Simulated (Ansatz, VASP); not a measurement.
**Two plane-wave programs on AlAs**

```xyz
2
Lattice="0.0000 2.4252 2.4252 2.4252 0.0000 2.4252 2.4252 2.4252 0.0000" Properties=species:S:1:pos:R:3 pbc="T T T"
Al    0.0000    0.0000    0.0000
As    1.2126    1.2126    1.2126
```

Alike in both runs: task single point; functional LDA; k mesh 11 × 11 × 11; occupations fermi-dirac, width 0.08 eV; no spin polarisation.

|  | VASP | Ansatz |
| --- | --- | --- |
| version | VASP 6.6.1 | Ansatz 0.2.0 |
| potentials or method | VASP PAW LDA potentials, release 64 (Al, As) | PAW with other files of Ansatz's library (level accurate), scalar-relativistic |
| plane-wave cutoff (eV) | 500 | 1050 |
| valence electrons in the cell | 8 | 26 |

```tsv
	VASP	Ansatz	Ansatz less VASP
pressure (GPa)	85.7	83.3	-2.34
```

LDA's correlation is that of Perdew and Zunger in VASP and of Perdew and Wang (1992) in Ansatz. Both programs put the cell under a high pressure, so it lies far from rest at this level. VASP's potentials hold 8 valence electrons a cell and Ansatz's 26, so a difference there can come from the potentials and not from the codes.

Noted on VASP's run: the cell as given lies far from equilibrium.
